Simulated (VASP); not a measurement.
# Lu (Im-3m) in VASP: a series of runs, part 3 of 3

VASP 6.6.1.

## 5. Relaxation of cell and atoms, r2SCAN, target pressure 20 GPa, at which the enthalpy is minimised

POSCAR reads:

```
Lu
1.0
   -1.9541071088      1.9541071088      1.9541071088
    1.9541071088     -1.9541071088      1.9541071088
    1.9541071088      1.9541071088     -1.9541071088
Lu
1
Direct
    0.0000000000      0.0000000000      0.0000000000
```

INCAR.step1 reads:

```
ALGO = Normal ; EDIFF = 1E-4
ENCUT = 600 ; GGA = PE
ISMEAR = -1 ; LASPH = True
LCHARG = False ; LREAL = False
LWAVE = True ; NELM = 60
PREC = Accurate ; SIGMA = 0.05
```

INCAR.step2 reads:

```
ALGO = Normal ; EDIFF = 1E-7
EDIFFG = -0.01 ; ENCUT = 600
IBRION = 2 ; ISIF = 3
ISMEAR = -1 ; ISTART = 1
LASPH = True ; LCHARG = False
LMIXTAU = True ; LREAL = False
LWAVE = False ; METAGGA = R2SCAN
NELM = 60 ; NSW = 60
PREC = Accurate ; PSTRESS = 200.0
SIGMA = 0.05
```

KPOINTS reads:

```
k-points
0
Gamma
  10 10 10
```

Potentials or basis: VASP PAW PBE potentials, release 64 (Lu).

The run is started by

```sh
$ cat potpaw_PBE.64/Lu/POTCAR > POTCAR
$ cp INCAR.step1 INCAR
$ mpirun -np 1 vasp_std > vasp.out
$ cp INCAR.step2 INCAR
$ mpirun -np 1 vasp_std > vasp.out
```

OUTCAR:

```text
EDIFF = 1E-7
   EDIFFG = -0.01
   ENCUT = 600
   IBRION = 2
   ISIF = 3
   ISMEAR = -1
   ISTART = 1
   LASPH = True
   LREAL = False
   METAGGA = R2SCAN
   NELM = 60
   NSW = 60
   PREC = Accurate
   PSTRESS = 200.0

 ion  position               nearest neighbor table
   1  0.000  0.000  0.000-

  LATTYP: Found a body centered cubic cell.
 ALAT       =     3.9082142176

  Lattice vectors:

 A1 = (  -1.9541071088,   1.9541071088,   1.9541071088)
 A2 = (   1.9541071088,  -1.9541071088,   1.9541071088)
 A3 = (   1.9541071088,   1.9541071088,  -1.9541071088)

Analysis of symmetry for initial positions (statically):
=====================================================================
 Subroutine PRICEL returns:
 Original cell was already a primitive cell.

 Routine SETGRP: Setting up the symmetry group for a
 body centered cubic supercell.

 Subroutine GETGRP returns: Found 48 space group operations
 (whereof 48 operations were pure point group operations)
 out of a pool of 48 trial point group operations.

The static configuration has the point symmetry O_h .

Analysis of symmetry for dynamics (positions and initial velocities):
=====================================================================
 Subroutine PRICEL returns:
 Original cell was already a primitive cell.

 Routine SETGRP: Setting up the symmetry group for a
 body centered cubic supercell.

 Subroutine GETGRP returns: Found 48 space group operations
 (whereof 48 operations were pure point group operations)
 out of a pool of 48 trial point group operations.

The dynamic configuration has the point symmetry O_h .

 Subroutine INISYM returns: Found 48 space group operations
 (whereof 48 operations are pure point group operations),
 and found     1 'primitive' translations

----------------------------------------------------------------------------------------

                                     Primitive cell

  volume of cell :      29.8473

  direct lattice vectors                    reciprocal lattice vectors
    -1.954107109  1.954107109  1.954107109     0.000000000  0.255871338  0.255871338
     1.954107109 -1.954107109  1.954107109     0.255871338  0.000000000  0.255871338
     1.954107109  1.954107109 -1.954107109     0.255871338  0.255871338  0.000000000

  length of vectors
     3.384612796  3.384612796  3.384612796     0.361856716  0.361856716  0.361856716

  position of ions in fractional coordinates (direct lattice)
     0.000000000  0.000000000  0.000000000

  ion indices of the primitive-cell ions
   primitive index   ion index
                 1           1

----------------------------------------------------------------------------------------

 KPOINTS: k-points

Automatic generation of k-mesh.
 Grid dimensions read from file:
 generate k-points for:   10   10   10

 Generating k-lattice:

  Cartesian coordinates                     Fractional coordinates (reciprocal lattice)
     0.000000000  0.025587134  0.025587134     0.100000000  0.000000000  0.000000000
     0.025587134  0.000000000  0.025587134     0.000000000  0.100000000  0.000000000
     0.025587134  0.025587134  0.000000000     0.000000000  0.000000000  0.100000000

  Length of vectors
     0.036185672  0.036185672  0.036185672

  Shift w.r.t. Gamma in fractional coordinates (k-lattice)
     0.000000000  0.000000000  0.000000000

 Subroutine IBZKPT returns following result:
 ===========================================

 Found     47 irreducible k-points:

 Following reciprocal coordinates:
            Coordinates               Weight
  0.000000  0.000000  0.000000      1.000000
  0.100000  0.000000  0.000000     12.000000
  0.200000  0.000000  0.000000     12.000000
  0.300000  0.000000  0.000000     12.000000
  0.400000  0.000000  0.000000     12.000000
  0.500000  0.000000  0.000000      6.000000
[... 16 lines left out ...]
  0.300000  0.300000  0.100000      8.000000
 -0.300000  0.300000  0.100000     24.000000
 [... further k-points ...]
   k-points           NKPTS =     47   k-points in BZ     NKDIM =     47   number of bands    NBANDS=     16
   number of dos      NEDOS =    301   number of ions     NIONS =      1
   total plane-waves  NPLWV =  21952
   dimension x,y,z NGX =    28 NGY =   28 NGZ =   28
   dimension x,y,z NGXF=    56 NGYF=   56 NGZF=   56
   ions per type =               1
   NGX,Y,Z   is equivalent  to a cutoff of  13.75, 13.75, 13.75 a.u.
   NGXF,Y,Z  is equivalent  to a cutoff of  27.51, 27.51, 27.51 a.u.
 SYSTEM =  unknown system
   PREC   = accura    normal or accurate (medium, high low for compatibility)
   ISTART =      1    job   : 0-new  1-cont  2-samecut
   ICHARG =      0    charge: 1-file 2-atom 10-const
   ISPIN  =      1    spin polarized calculation?
   LNONCOLLINEAR =      F non collinear calculations
   LSORBIT =      F    spin-orbit coupling
   LASPH  =      T    aspherical Exc in radial PAW
   ENCUT  =  600.0 eV  44.10 Ry    6.64 a.u.   6.76  6.76  6.76*2*pi/ulx,y,z
   NELM   =     60;   NELMIN=  2; NELMDL=  0     # of ELM steps
   EDIFF  = 0.1E-06   stopping-criterion for ELM
   LREAL  =      F    real-space projection
   EDIFFG = -.1E-01   stopping-criterion for IOM
   NSW    =     60    number of steps for IOM
   IBRION =      2    ionic relax: 0-MD 1-quasi-New 2-CG
   NFREE  =      1    steps in history (QN), initial steepest desc. (CG)
   ISIF   =      3    stress and relaxation
   ISYM   =      2    0-nonsym 1-usesym 2-fastsym
   POTIM  = 0.5000    time-step for ionic-motion
   TEBEG  =    0.0;   TEEND  =   0.0 temperature during run
   PSTRESS=  200.0 pullay stress
   NELECT =      25.0000    total number of electrons
   NUPDOWN=      -1.0000    fix difference up-down
   EMIN   =  10.00;   EMAX   =-10.00  energy-range for DOS
   EFERMI =   0.00;   METHOD = LEGACY
   ISMEAR =    -1;   SIGMA  =   0.05  broadening in eV -4-tet -1-fermi 0-gaus
   EFERMI_NEDOS =   21; number of points for ismear=-14 and -15
   IALGO  =     38    algorithm
   IMIX   =      4    mixing-type and parameters
     AMIX     =   0.40;   BMIX     =  1.00
     AMIX_MAG =   1.60;   BMIX_MAG =  1.00
  volume/ion in A,a.u.               =      29.85       201.42
  Fermi-wavevector in a.u.,A,eV,Ry     =   1.543191  2.916209 32.401456  2.381440
  Thomas-Fermi vector in A             =   2.648889
   LORBIT       =      0    0 simple, 1 ext, 2 COOP (PROOUT), +10 PAW based schemes
   METAGGA = R2SCAN    functional components
   LHFCALC =     F    Hartree Fock is set to
   AEXX    =    0.0000 exact exchange contribution
   IVDW    =     0    specifies the selected vdW correction
   LEPSILON=     F    determine dielectric tensor
   LRPA    =     F    only Hartree local field effects (RPA)
 conjugate gradient relaxation of ions
 non-spin polarized calculation
  energy-cutoff  :      600.00
  volume of cell :       29.85
 maximum number of plane-waves:      1007
   NGX = 13   NGY = 13   NGZ = 13

--------------------------------------- Ionic step        1  -------------------------------------------

 number of electron      24.9999996 magnetization

 Free energy of the ion-electron system (eV)
  ---------------------------------------------------
  ext. energy  EPLUGINS =         0.00000000
  ---------------------------------------------------
  free energy    TOTEN  =       -37.95603341 eV

  energy without entropy =      -37.94028609  energy(sigma->0) =      -37.94815975

 E-fermi :   2.2241     XC(G=0): -11.4677

 val. band max:        2.1813413971   @ k =   0.3000   0.2000  -0.0000
 cond. band min:       2.2640073224   @ k =   0.5000   0.5000   0.1000
 fundamental gap:      0.0826659252
 Fermi energy:         2.2241245527

 k-point     1 :       0.0000    0.0000    0.0000
  band No.  band energies     occupation
      1     -55.9539      2.00000
      2     -25.7224      2.00000
      3     -25.7224      2.00000
      4     -25.7224      2.00000
      5      -4.1306      2.00000
      6      -3.1902      2.00000
[... 8 lines left out ...]
     15       4.6652      0.00000
     16       6.7887      0.00000
[... 613 lines left out ...]
  FREE ENERGIE OF THE ION-ELECTRON SYSTEM (eV)
  ---------------------------------------------------
  free  energy   TOTEN  =       -37.5559482863 eV

  energy  without entropy=      -37.5406101030  energy(sigma->0) =      -37.54827919

  enthalpy is  TOTEN    =       -34.7810509402 eV   P V=        2.7748973461

--------------------------------------- Ionic step        6  -------------------------------------------

 number of electron      24.9999999 magnetization

 Free energy of the ion-electron system (eV)
  ---------------------------------------------------
  ext. energy  EPLUGINS =         0.00000000
  ---------------------------------------------------
  free energy    TOTEN  =       -37.56158364 eV

  energy without entropy =      -37.54622297  energy(sigma->0) =      -37.55390330

 E-fermi :   3.5451     XC(G=0): -13.1275

 val. band max:        3.5089014698   @ k =  -0.3000   0.4000   0.1000
 cond. band min:       3.5972234769   @ k =  -0.4000   0.5000   0.1000
 fundamental gap:      0.0883220071
 Fermi energy:         3.5451235848

 k-point     1 :       0.0000    0.0000    0.0000
  band No.  band energies     occupation
      1     -54.1276      2.00000
      2     -23.6251      2.00000
      3     -23.6250      2.00000
      4     -23.6250      2.00000
      5      -3.5860      2.00000
      6      -1.5469      2.00000
[... 8 lines left out ...]
     15       6.2286      0.00000
     16       9.0041      0.00000
[... 459 lines left out ...]
 POSITION                                       TOTAL-FORCE (eV/Angst)
 -----------------------------------------------------------------------------------
      0.00000      3.54495      0.00000         0.000000      0.000000     -0.000000
 -----------------------------------------------------------------------------------
    total drift:                                0.000000      0.000000     -0.000000

  FREE ENERGIE OF THE ION-ELECTRON SYSTEM (eV)
  ---------------------------------------------------
  free  energy   TOTEN  =       -37.5615836416 eV

  energy  without entropy=      -37.5462229682  energy(sigma->0) =      -37.55390330

  enthalpy is  TOTEN    =       -34.7811115628 eV   P V=        2.7804720788

 reached required accuracy - stopping structural energy minimisation
```

OSZICAR.step1:

```text
N       E                     dE             d eps       ncg     rms          rms(c)
DAV:   1     0.856449230348E+02    0.85645E+02   -0.11605E+04  1864   0.571E+03
DAV:   2     0.296785934591E+00   -0.85348E+02   -0.84369E+02  1600   0.367E+02
DAV:   3    -0.435126278109E+01   -0.46480E+01   -0.46168E+01  1944   0.725E+01
DAV:   4    -0.448348806355E+01   -0.13223E+00   -0.13219E+00  2160   0.965E+00
DAV:   5    -0.448575478615E+01   -0.22667E-02   -0.22666E-02  2088   0.119E+00    0.356E+00
DAV:   6    -0.441309449548E+01    0.72660E-01   -0.20283E-01  2264   0.790E+00    0.174E+00
DAV:   7    -0.439056721896E+01    0.22527E-01   -0.48987E-02  2272   0.185E+00    0.294E-01
DAV:   8    -0.438879910123E+01    0.17681E-02   -0.55098E-03  2296   0.903E-01    0.115E-01
DAV:   9    -0.438896134834E+01   -0.16225E-03   -0.64280E-04  1824   0.270E-01    0.356E-02
DAV:  10    -0.438896338121E+01   -0.20329E-05   -0.45215E-05  1056   0.551E-02
   1 F= -.43889634E+01 E0= -.43794230E+01  d E =-.190807E-01
```

Wall time 8.6 min (1 thread of Intel Xeon Platinum 8488C (Sapphire Rapids), shared host); peak memory 0.22 GiB.

What came out:

| Quantity | Value |
| --- | --- |
| Free energy | -37.5616 eV |
| Relaxed volume | 22.27 Å³/atom |
| Relaxed cell | a = 3.070 Å, b = 3.070 Å, c = 3.070 Å, α = 109.47°, β = 109.47°, γ = 109.47° |
| Space group after relaxing (to 0.1 Å) | Im-3m (No. 229) |
| Energy change on relaxing (the run minimises the enthalpy) | +394.5 meV/atom |
| Ionic steps | 6 |
| Pressure after relaxing | 20.0 GPa |
| Band gap on the k mesh | zero (an odd number of electrons rules out a gap without spin polarisation) |

The path:
| step | energy change (eV) | largest force (eV/Å) | pressure (GPa) | volume (Å³) |
| --- | --- | --- | --- | --- |
| 1 | 0.0000 | 0.0000 | -0.23 | 29.85 |
| 2 | 1.8537 | 0.0000 | 66.42 | 16.35 |
| 3 | 0.3341 | 0.0000 | 17.93 | 22.78 |
| 4 | 0.3832 | 0.0000 | 19.55 | 22.36 |
| 5 | 0.4001 | 0.0000 | 20.11 | 22.23 |
| 6 | 0.3945 | 0.0000 | 19.97 | 22.27 |

Final structure:
```xyz
1
Lattice="-1.7725 1.7725 1.7725 1.7725 -1.7725 1.7725 1.7725 1.7725 -1.7725" Properties=species:S:1:pos:R:3 pbc="T T T"
Lu    0.0000    3.5449    0.0000
```

Caveat: the cell is relaxed towards a set pressure, so the run minimises the enthalpy, not the energy; the volume moved by over 15 % at a fixed basis, so the end points are rough; the PAW data sets were made with another functional, which shifts forces and pressure a little; spin-orbit coupling is left out, which moves the levels of the heavy elements.

## 6. Relaxation of cell and atoms, r2SCAN, target pressure 30 GPa, at which the enthalpy is minimised

POSCAR is that of step 5.

INCAR.step1 reads:

```
PREC = Accurate ; ENCUT = 600
ISMEAR = -1 ; SIGMA = 0.05
LREAL = False ; LASPH = True
NELM = 100 ; GGA = PE
ALGO = Normal ; EDIFF = 1E-4
LWAVE = True ; LCHARG = False
```

INCAR.step2 reads:

```
PREC = Accurate ; ENCUT = 600
EDIFF = 1E-6 ; ISMEAR = -1
SIGMA = 0.05 ; LREAL = False
LASPH = True ; NELM = 100
ALGO = Normal ; ISIF = 3
LWAVE = False ; LCHARG = False
METAGGA = R2SCAN ; LMIXTAU = True
IBRION = 2 ; NSW = 60
EDIFFG = -0.01 ; PSTRESS = 300.0
ISTART = 1
```

KPOINTS reads:

```
Automatic mesh
0
Gamma
  10 10 10
```

Potentials or basis: VASP PAW PBE potentials, release 64 (Lu).

The run is started by

```sh
$ cat potpaw_PBE.64/Lu/POTCAR > POTCAR
$ cp INCAR.step1 INCAR
$ mpirun -np 1 vasp_std > vasp.out
$ cp INCAR.step2 INCAR
$ mpirun -np 1 vasp_std > vasp.out
```

It took 11 min on 1 thread of Intel Xeon Platinum 8488C (Sapphire Rapids), shared host; peak memory 0.23 GiB.

The run converged. Its results:

```yaml
Free_energy: -37.2683 eV
Relaxed_volume: 20.38 Å³/atom
Relaxed_cell: a = 2.980 Å, b = 2.980 Å, c = 2.980 Å, α = 109.47°, β = 109.47°, γ = 109.47°
Space_group_after_relaxing_to_0.1_Å: Im-3m (No. 229)
Energy_change_on_relaxing_the_run_minimises_the_enthalpy: +687.7 meV/atom
Ionic_steps: 11
Pressure_after_relaxing: 29.9 GPa
Band_gap_on_the_k_mesh: zero (an odd number of electrons rules out a gap without spin polarisation)
```

Step by step:
| step | energy change (eV) | largest force (eV/Å) | pressure (GPa) | volume (Å³) |
| --- | --- | --- | --- | --- |
| 1 | 0.0000 | 0.0000 | -0.19 | 29.85 |
| 2 | 5.3555 | 0.0000 | 194.02 | 11.55 |
| 3 | 0.4994 | 0.0000 | 23.44 | 21.50 |
| 4 | 0.6327 | 0.0000 | 28.11 | 20.68 |
| 5 | 0.6884 | 0.0000 | 29.81 | 20.37 |
| 6 | 0.7202 | 0.0000 | 31.00 | 20.21 |
| 7 | 0.6577 | 0.0000 | 29.44 | 20.54 |
| 8 | 0.6792 | 0.0000 | 29.69 | 20.42 |
| 9 | 0.6887 | 0.0000 | 30.10 | 20.37 |
| 10 | 0.6864 | 0.0000 | 29.87 | 20.38 |
| 11 | 0.6877 | 0.0000 | 29.94 | 20.38 |

Final structure:
```xyz
1
Lattice="-1.7206 1.7206 1.7206 1.7206 -1.7206 1.7206 1.7206 1.7206 -1.7206" Properties=species:S:1:pos:R:3 pbc="T T T"
Lu    0.0000    0.0000    0.0000
```

Levels at points of the mesh, in eV from the Fermi level:
```
           k point  band 10  band 11  band 12  band 13  band 14  band 15
(0.00, 0.00, 0.00)    -4.79    -4.79    -4.74     2.79     2.79     2.79
(0.50, 0.00, 0.00)    -4.80    -4.77    -3.45     0.06     2.05     5.96
(0.50, 0.50, 0.50)    -4.77    -4.77    -3.08    -3.08     9.34     9.34
```

Caveat: the cell is relaxed towards a set pressure, so the run minimises the enthalpy, not the energy; the volume moved by over 15 % at a fixed basis, so the end points are rough; the PAW data sets were made with another functional, which shifts forces and pressure a little; spin-orbit coupling is left out, which moves the levels of the heavy elements.

## 7. Overview

| cell | gap on the mesh (eV) | pressure (GPa) |
| --- | --- | --- |
| relaxed to 2 GPa | none | 2.0 |
| relaxed to 5 GPa | none | 5.0 |
| relaxed to 10 GPa | none | 10.0 |
| relaxed to 20 GPa | none | 20.0 |
| relaxed to 30 GPa | none | 29.9 |

Alike in all rows: task relaxation of cell and atoms; level r2SCAN; potentials or basis VASP PAW PBE potentials, release 64 (Lu); no spin polarisation; k mesh 10 × 10 × 10; cutoff (eV) 600; smearing fermi-dirac 0.05 eV.

Caveats: the cell is relaxed towards a set pressure, so the run minimises the enthalpy, not the energy; the PAW data sets were made with another functional, which shifts forces and pressure a little; spin-orbit coupling is left out, which moves the levels of the heavy elements; the volume moved by over 15 % at a fixed basis, so the end points are rough (at least some runs).

Total energies depend on the potentials used, so only differences within one code and one set of settings carry meaning.

The gap in the log of VASP goes by the Fermi energy; the results here count the filled bands.